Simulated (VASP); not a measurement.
**C: single point with r2SCAN**

C:

```
C
1.0
     2.50320    0.06258    0.00000
    -1.19740    2.13654    0.00000
     0.00000    0.00000    4.16887
C
4
Direct
  0.33269 0.66703 0.00029
  0.66731 0.33297 0.50029
  0.33269 0.66703 0.37471
  0.66731 0.33297 0.87471
```

This cell differs from its parent crystal: shear xy strain +5.0%.

```yaml
Program: VASP 6.6.1
Task: single point
Functional: r2SCAN
Potentials_or_basis: VASP PAW PBE potentials, release 64 (C)
Cutoff: 520 eV
k_mesh: 12 × 12 × 6
Occupations: gaussian, width 0.01 eV
Spin: no spin polarisation
```

| Property | Result |
| --- | --- |
| Pressure | 2.0 GPa |
| Largest force | 0.018 eV/Å |
| Band gap on the k mesh | 3.38 eV, indirect (least direct gap 4.48 eV) |

Forces on the atoms (eV/Å):
```
C   -0.016 -0.001  0.010
C    0.016  0.001  0.010
C   -0.016 -0.001 -0.010
C    0.016  0.001 -0.010
```

Stress tensor (GPa, compression positive):
```
  2.01 -28.86   0.00
-28.86   3.01   0.00
  0.00   0.00   0.97
```

Levels at points of the mesh, in eV from the valence-band top:
| k point | band 6 | band 7 | band 8 | band 9 | band 10 | band 11 |
| --- | --- | --- | --- | --- | --- | --- |
| (0.00, 0.00, 0.00) | -0.68 | -0.35 | 0.00 | 4.48 | 5.31 | 5.38 |
| (0.50, 0.00, 0.00) | -6.58 | -6.35 | -3.02 | 5.56 | 8.54 | 8.91 |
| (0.00, 0.50, 0.00) | -7.09 | -6.34 | -3.49 | 4.57 | 8.40 | 8.49 |
| (0.50, 0.50, 0.00) | -7.57 | -6.38 | -4.00 | 3.58 | 8.03 | 8.13 |
| (0.00, 0.00, 0.50) | -2.36 | -1.94 | -1.94 | 6.67 | 6.67 | 7.56 |
| (0.50, 0.00, 0.50) | -5.47 | -5.03 | -5.03 | 6.43 | 6.43 | 6.96 |
| (0.00, 0.50, 0.50) | -5.69 | -5.20 | -5.20 | 6.03 | 6.03 | 6.64 |
| (0.50, 0.50, 0.50) | -6.12 | -5.19 | -5.19 | 5.10 | 5.10 | 6.85 |

Run time: 4 min on 1 thread of Intel(R) Xeon(R) Platinum 8259CL CPU @ 2.50GHz (Skylake/Cascade Lake) (shared host), peak memory 0.19 GiB.

Caveat: the cell differs from its parent crystal (shear xy strain +5.0%); the PAW data sets were made with another functional, which shifts forces and pressure a little. A k mesh can miss the band edges.
